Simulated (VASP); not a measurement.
# CaF (P4/nmm) in VASP: settings compared, part 2 of 2

VASP 6.6.1. Earlier steps stand in the parts before.

## Step 3: Relaxation of shape and atoms at fixed volume, PBE (20.79 Å³/atom)

This run uses another cell than the first one, of 20.79 Å³/atom.

Contents of INCAR:

```
ALGO = Normal
EDIFF = 1E-7
EDIFFG = -0.01
ENCUT = 600
GGA = PE
GGA_COMPAT = F
IBRION = 2
ISIF = 4
ISMEAR = 0
LASPH = T
LCHARG = F
LREAL = F
LWAVE = F
NELM = 120
NELMIN = 4
NSW = 50
PREC = Accurate
SIGMA = 0.1
```

Contents of KPOINTS:

```
k-points
0
Gamma
  12 12 8
```

Contents of POSCAR:

```
CaF
1.0
    3.8585973536      0.0000000000      0.0000000000
    0.0000000000      3.8585973536      0.0000000000
    0.0000000000      0.0000000000      5.5864277971
Ca F
2 2
Direct
    0.5000000000      0.0000000000      0.7704632245
    0.0000000000      0.5000000000      0.2295367755
    0.0000000000      0.0000000000      0.0000000000
    0.5000000000      0.5000000000      0.0000000000
```

Potentials or basis: VASP PAW PBE potentials, release 64 (Ca_sv, F).

Command:

```bash
> cat potpaw_PBE.64/Ca_sv/POTCAR potpaw_PBE.64/F/POTCAR > POTCAR
> mpirun -np 1 vasp_std > vasp.out
```

OUTCAR:

```text
EDIFF = 1E-7
   EDIFFG = -0.01
   ENCUT = 600
   GGA = PE
   IBRION = 2
   ISIF = 4
   ISMEAR = 0
   LASPH = T
   LREAL = F
   NELM = 120
   NELMIN = 4
   NSW = 50
   PREC = Accurate

 ion  position               nearest neighbor table
   1  0.500  0.000  0.770-   3 2.32   4 2.32   4 2.32   3 2.32
   2  0.000  0.500  0.230-   3 2.32   4 2.32   3 2.32   4 2.32
   3  0.000  0.000  0.000-   1 2.32   2 2.32   2 2.32   1 2.32
   4  0.500  0.500  0.000-   1 2.32   2 2.32   1 2.32   2 2.32

  LATTYP: Found a simple tetragonal cell.
 ALAT       =     3.8585973536
 C/A-ratio  =     1.4477871841

  Lattice vectors:

 A1 = (   3.8585973536,   0.0000000000,   0.0000000000)
 A2 = (   0.0000000000,   3.8585973536,   0.0000000000)
 A3 = (   0.0000000000,   0.0000000000,   5.5864277971)

Analysis of symmetry for initial positions (statically):
=====================================================================
 Subroutine PRICEL returns:
 Original cell was already a primitive cell.

 Routine SETGRP: Setting up the symmetry group for a
 simple tetragonal supercell.

 Subroutine GETGRP returns: Found 16 space group operations
 (whereof  8 operations were pure point group operations)
 out of a pool of 16 trial point group operations.

The static configuration has the point symmetry D_2d.
 The point group associated with its full space group is D_4h.

Analysis of symmetry for dynamics (positions and initial velocities):
=====================================================================
 Subroutine PRICEL returns:
 Original cell was already a primitive cell.

 Routine SETGRP: Setting up the symmetry group for a
 simple tetragonal supercell.

 Subroutine GETGRP returns: Found 16 space group operations
 (whereof  8 operations were pure point group operations)
 out of a pool of 16 trial point group operations.

The dynamic configuration has the point symmetry D_2d.
 The point group associated with its full space group is D_4h.

 Subroutine INISYM returns: Found 16 space group operations
 (whereof  8 operations are pure point group operations),
 and found     1 'primitive' translations

----------------------------------------------------------------------------------------

                                     Primitive cell

  volume of cell :      83.1751

  direct lattice vectors                    reciprocal lattice vectors
     3.858597354  0.000000000  0.000000000     0.259161532  0.000000000  0.000000000
     0.000000000  3.858597354  0.000000000     0.000000000  0.259161532  0.000000000
     0.000000000  0.000000000  5.586427797     0.000000000  0.000000000  0.179005267

  length of vectors
     3.858597354  3.858597354  5.586427797     0.259161532  0.259161532  0.179005267

  position of ions in fractional coordinates (direct lattice)
     0.500000000  0.000000000  0.770463224
     0.000000000  0.500000000  0.229536776
     0.000000000  0.000000000  0.000000000
     0.500000000  0.500000000  0.000000000

  ion indices of the primitive-cell ions
   primitive index   ion index
                 1           1
                 2           2
                 3           3
                 4           4

[... 29 lines left out ...]
  0.083333  0.000000  0.000000      4.000000
  0.166667  0.000000  0.000000      4.000000
  0.250000  0.000000  0.000000      4.000000
  0.333333  0.000000  0.000000      4.000000
  0.416667  0.000000  0.000000      4.000000
[... 16 lines left out ...]
  0.333333  0.333333  0.000000      4.000000
  0.416667  0.333333  0.000000      8.000000
 [... further k-points ...]
   k-points           NKPTS =    140   k-points in BZ     NKDIM =    140   number of bands    NBANDS=     21
   number of dos      NEDOS =    301   number of ions     NIONS =      4
   total plane-waves  NPLWV =  49152
   dimension x,y,z NGX =    32 NGY =   32 NGZ =   48
   dimension x,y,z NGXF=    64 NGYF=   64 NGZF=   96
   ions per type =               2   2
   NGX,Y,Z   is equivalent  to a cutoff of  13.79, 13.79, 14.28 a.u.
   NGXF,Y,Z  is equivalent  to a cutoff of  27.57, 27.57, 28.57 a.u.
 SYSTEM =  unknown system
   PREC   = accura    normal or accurate (medium, high low for compatibility)
   ISTART =      0    job   : 0-new  1-cont  2-samecut
   ICHARG =      2    charge: 1-file 2-atom 10-const
   ISPIN  =      1    spin polarized calculation?
   LNONCOLLINEAR =      F non collinear calculations
   LSORBIT =      F    spin-orbit coupling
   LASPH  =      T    aspherical Exc in radial PAW
   ENCUT  =  600.0 eV  44.10 Ry    6.64 a.u.   7.71  7.71 11.16*2*pi/ulx,y,z
   NELM   =    120;   NELMIN=  4; NELMDL= -5     # of ELM steps
   EDIFF  = 0.1E-06   stopping-criterion for ELM
   LREAL  =      F    real-space projection
   EDIFFG = -.1E-01   stopping-criterion for IOM
   NSW    =     50    number of steps for IOM
   IBRION =      2    ionic relax: 0-MD 1-quasi-New 2-CG
   NFREE  =      1    steps in history (QN), initial steepest desc. (CG)
   ISIF   =      4    stress and relaxation
   ISYM   =      2    0-nonsym 1-usesym 2-fastsym
   POTIM  = 0.5000    time-step for ionic-motion
   TEBEG  =    0.0;   TEEND  =   0.0 temperature during run
   PSTRESS=    0.0 pullay stress
   NELECT =      34.0000    total number of electrons
   NUPDOWN=      -1.0000    fix difference up-down
   EMIN   =  10.00;   EMAX   =-10.00  energy-range for DOS
   EFERMI =   0.00;   METHOD = LEGACY
   ISMEAR =     0;   SIGMA  =   0.10  broadening in eV -4-tet -1-fermi 0-gaus
   EFERMI_NEDOS =   21; number of points for ismear=-14 and -15
   IALGO  =     38    algorithm
   IMIX   =      4    mixing-type and parameters
     AMIX     =   0.40;   BMIX     =  1.00
     AMIX_MAG =   1.60;   BMIX_MAG =  1.00
  volume/ion in A,a.u.               =      20.79       140.32
  Fermi-wavevector in a.u.,A,eV,Ry     =   1.214983  2.295984 20.084689  1.476183
  Thomas-Fermi vector in A             =   2.350385
   LORBIT       =      0    0 simple, 1 ext, 2 COOP (PROOUT), +10 PAW based schemes
   GGA     = PE    functional components
   LHFCALC =     F    Hartree Fock is set to
   AEXX    =    0.0000 exact exchange contribution
   IVDW    =     0    specifies the selected vdW correction
   LEPSILON=     F    determine dielectric tensor
   LRPA    =     F    only Hartree local field effects (RPA)
 conjugate gradient relaxation of ions
 non-spin polarized calculation
 Gauss-broadening in eV      SIGMA  =   0.10
  energy-cutoff  :      600.00
  volume of cell :       83.18
 maximum number of plane-waves:      2804
 NGX is ok and might be reduce to    32
   NGX = 15   NGY = 15   NGZ = 23

--------------------------------------- Ionic step        1  -------------------------------------------

 number of electron      33.9999996 magnetization

 Free energy of the ion-electron system (eV)
  ---------------------------------------------------
  ext. energy  EPLUGINS =         0.00000000
  ---------------------------------------------------
  free energy    TOTEN  =       -19.02876999 eV

  energy without entropy =      -19.02374806  energy(sigma->0) =      -19.02625903

------------------------ aborting loop because EDIFF is reached ----------------------------------------

  FORCE on cell =-STRESS in cart. coord.  units (eV):
  Direction    XX          YY          ZZ          XY          YZ          ZX
  --------------------------------------------------------------------------------------
  -------------------------------------------------------------------------------------
  Total        1.5990351      1.5990351      1.5182007      0.0000000      0.0000000      0.0000000
  in kB       30.8017556     30.8017556     29.2446656      0.0000000      0.0000000      0.0000000
  external PRESSURE =      30.2827256 kB  Pullay stress =       0.0000000 kB
[... 63 lines left out ...]
--------------------------------------- Ionic step        3  -------------------------------------------

 number of electron      33.9999994 magnetization

 Free energy of the ion-electron system (eV)
  ---------------------------------------------------
  ext. energy  EPLUGINS =         0.00000000
  ---------------------------------------------------
  free energy    TOTEN  =       -19.03337991 eV

  energy without entropy =      -19.02838147  energy(sigma->0) =      -19.03088069

 E-fermi :   3.4974     XC(G=0):  -8.6839

 val. band max:        3.4654612529   @ k =   0.4167   0.0000   0.0000
 cond. band min:       3.4992141769   @ k =   0.5000   0.2500   0.3750
 fundamental gap:      0.0337529240
 Fermi energy:         3.4973607239

 k-point     1 :       0.0000    0.0000    0.0000
  band No.  band energies     occupation
      1     -38.5402      2.00000
      2     -38.5040      2.00000
      3     -22.9273      2.00000
      4     -22.1498      2.00000
      5     -19.5741      2.00000
      6     -19.5741      2.00000
[... 565 lines left out ...]
     20       5.0381      0.00000
     21       7.1788      0.00000

 [... further k-points ...]
[... 5 lines left out ...]
  --------------------------------------------------------------------------------------
  -------------------------------------------------------------------------------------
  Total        1.3315190      1.3315190      1.3747255      0.0000000     -0.0000000      0.0000000
  in kB       25.6486685     25.6486685     26.4809429      0.0000000     -0.0000000      0.0000000
  external PRESSURE =      25.9260933 kB  Pullay stress =       0.0000000 kB
[... 19 lines left out ...]
  FREE ENERGIE OF THE ION-ELECTRON SYSTEM (eV)
  ---------------------------------------------------
  free  energy   TOTEN  =       -19.0333799053 eV

  energy  without entropy=      -19.0283814690  energy(sigma->0) =      -19.03088069

 reached required accuracy - stopping structural energy minimisation
```

OSZICAR:

```text
N       E                     dE             d eps       ncg     rms          rms(c)
DAV:   1     0.371845105813E+03    0.37185E+03   -0.18773E+04  5880   0.173E+03
DAV:   2     0.122038577497E+02   -0.35964E+03   -0.34870E+03  6870   0.461E+02
DAV:   3    -0.181944325824E+02   -0.30398E+02   -0.30095E+02  8184   0.125E+02
[... 24 lines left out ...]
DAV:   2    -0.190333815104E+02   -0.13346E-02   -0.18381E-02  7000   0.118E+00    0.904E-02
DAV:   3    -0.190333845459E+02   -0.30354E-05   -0.48414E-04  9159   0.134E-01    0.411E-02
DAV:   4    -0.190333791058E+02    0.54401E-05   -0.20771E-05  7457   0.429E-02    0.966E-03
DAV:   5    -0.190333795440E+02   -0.43813E-06   -0.14034E-06  7646   0.114E-02    0.190E-03
DAV:   6    -0.190333798310E+02   -0.28702E-06   -0.58010E-07  9171   0.509E-03    0.130E-03
DAV:   7    -0.190333799053E+02   -0.74381E-07   -0.78133E-08  4868   0.243E-03
   3 F= -.19033380E+02 E0= -.19030881E+02  d E =-.460992E-02
```

CONTCAR:

```text
CaF
   1.00000000000000
     3.8609081755069781    0.0000000000000000    0.0000000000000000
     0.0000000000000000    3.8609081755069781    0.0000000000000000
     0.0000000000000000    0.0000000000000000    5.5797426463818995
  Ca              F
     2     2
Direct
     0.5000000000000000    0.0000000000000000    0.7668607429737543
     0.0000000000000000    0.5000000000000000    0.2331392570262457
     0.0000000000000000    0.0000000000000000    0.0000000000000000
     0.5000000000000000    0.5000000000000000    0.0000000000000000

  0.00000000E+00  0.00000000E+00  0.00000000E+00
  0.00000000E+00  0.00000000E+00  0.00000000E+00
  0.00000000E+00  0.00000000E+00  0.00000000E+00
  0.00000000E+00  0.00000000E+00  0.00000000E+00
```

It took 5.3 min on 1 thread of Oxide Virtual Turin-like, shared host; peak memory 0.38 GiB.

Results:

```yaml
Free_energy: -19.0334 eV
Energy_gained_by_relaxing: 1.2 meV/atom
Ionic_steps: 3
Pressure_after_relaxing: 2.6 GPa
Band_gap_on_the_k_mesh: zero (bands 17 and 18 overlap by 1.30 eV)
```

Step by step:
| step | energy change (eV) | largest force (eV/Å) | pressure (GPa) | volume (Å³) |
| --- | --- | --- | --- | --- |
| 1 | 0.0000 | 0.2264 | 3.03 | 83.18 |
| 2 | -0.0036 | 0.1043 | 2.79 | 83.18 |
| 3 | -0.0046 | 0.0018 | 2.59 | 83.18 |

Final structure:
```xyz
4
Lattice="3.8609 0.0000 0.0000 0.0000 3.8609 0.0000 0.0000 0.0000 5.5797" Properties=species:S:1:pos:R:3 pbc="T T T"
Ca    1.9305    0.0000    4.2789
Ca    0.0000    1.9305    1.3009
F     0.0000    0.0000    0.0000
F     1.9305    1.9305    0.0000
```

## Step 4: Single point, r2SCAN

This run uses another cell than the first one, of 22.12 Å³/atom.

Contents of POSCAR:

```
CaF
1.0
    3.9393010289      0.0000000000      0.0000000000
    0.0000000000      3.9393010289      0.0000000000
    0.0000000000      0.0000000000      5.7019961752
Ca F
2 2
Direct
    0.5000000000      0.0000000000      0.7732765595
    0.0000000000      0.5000000000      0.2267234405
    0.0000000000      0.0000000000      0.0000000000
    0.5000000000      0.5000000000      0.0000000000
```

Contents of INCAR.step1:

```
PREC = Accurate
ENCUT = 660
ISMEAR = 0
SIGMA = 0.1
LREAL = False
LASPH = True
NELM = 120
NBANDS = 25
GGA = PE
ALGO = Normal
EDIFF = 1E-5
LWAVE = True
LCHARG = False
GGA_COMPAT = False
```

Contents of INCAR.step2:

```
PREC = Accurate
ENCUT = 660
EDIFF = 1E-6
ISMEAR = 0
SIGMA = 0.1
LREAL = False
LASPH = True
NELM = 120
ALGO = Normal
ISIF = 2
LWAVE = False
LCHARG = True
METAGGA = R2SCAN
LMIXTAU = True
LELF = True
LVHAR = True
NBANDS = 25
ISTART = 1
GGA_COMPAT = False
```

Contents of KPOINTS:

```
regular mesh
0
Gamma
  12 12 8
```

Command:

```bash
> cat potpaw_PBE.64/Ca_sv/POTCAR potpaw_PBE.64/F/POTCAR > POTCAR
> cp INCAR.step1 INCAR
> mpirun -np 1 vasp_std > vasp.out
> cp INCAR.step2 INCAR
> mpirun -np 1 vasp_std > vasp.out
```

Wall time 32 min (1 thread of Oxide Virtual Turin-like, shared host); peak memory 0.49 GiB.

The run converged. Its results:

```yaml
Free_energy: -32.8157 eV
Pressure: -1.1 GPa
Largest_force: 0.160 eV/Å
Band_gap_on_the_k_mesh: zero (bands 17 and 18 overlap by 1.44 eV)
```

Forces in eV/Å, atoms in the order of the input:
```
Ca   0.000  0.000  0.160
Ca   0.000  0.000 -0.160
F    0.000  0.000  0.000
F    0.000  0.000  0.000
```

Stress tensor (GPa, compression positive):
```
-1.39  0.00  0.00
 0.00 -1.39  0.00
 0.00  0.00 -0.49
```

Levels at points of the mesh, in eV from the Fermi level:
| k point | band 13 | band 14 | band 15 | band 16 | band 17 | band 18 | band 19 | band 20 | band 21 | band 22 |
| --- | --- | --- | --- | --- | --- | --- | --- | --- | --- | --- |
| (0.00, 0.00, 0.00) | -8.47 | -8.02 | -7.25 | -7.25 | -2.73 | 1.36 | 2.25 | 3.35 | 3.39 | 3.55 |
| (0.50, 0.00, 0.00) | -8.04 | -8.04 | -7.93 | -7.93 | -0.57 | -0.57 | 2.88 | 2.88 | 3.12 | 3.12 |
| (0.50, 0.50, 0.00) | -7.84 | -7.84 | -7.18 | -7.18 | 0.80 | 0.80 | 0.84 | 0.84 | 4.08 | 4.08 |
| (0.00, 0.00, 0.50) | -8.53 | -8.04 | -7.25 | -7.25 | -1.95 | 0.68 | 2.80 | 3.10 | 3.23 | 3.49 |
| (0.50, 0.00, 0.50) | -8.04 | -8.04 | -7.94 | -7.94 | -0.27 | -0.27 | 2.88 | 2.88 | 3.16 | 3.16 |
| (0.50, 0.50, 0.50) | -7.84 | -7.84 | -7.18 | -7.18 | 0.87 | 0.87 | 0.98 | 0.98 | 3.43 | 3.43 |

Caveat: the PAW data sets were made with another functional, which shifts forces and pressure a little.

## Step 5: Overview

| task | level | cell | cutoff (eV) | gap on the mesh (eV) | pressure (GPa) |
| --- | --- | --- | --- | --- | --- |
| relaxation of shape and atoms at fixed volume | PBE | relaxed from a = 3.817, b = 3.817, c = 5.527 Å, 4 atoms, atomic positions A | 600 | none | 4.2 |
| relaxation of shape and atoms at fixed volume | PBE | relaxed from a = 3.859, b = 3.859, c = 5.586 Å, 4 atoms, atomic positions B | 600 | none | 2.6 |
| single point | r2SCAN | a = 3.939, b = 3.939, c = 5.702 Å, 4 atoms, atomic positions C | 660 | none | -1.1 |

Alike in all rows: potentials or basis VASP PAW PBE potentials, release 64 (Ca_sv, F); no spin polarisation; k mesh 12 × 12 × 8; smearing gaussian 0.1 eV.

Caveats: the PAW data sets were made with another functional, which shifts forces and pressure a little (at least some runs).

Absolute energies hang on the potentials; compare differences alone.

The gap in the log of VASP goes by the Fermi energy; the results here count the filled bands.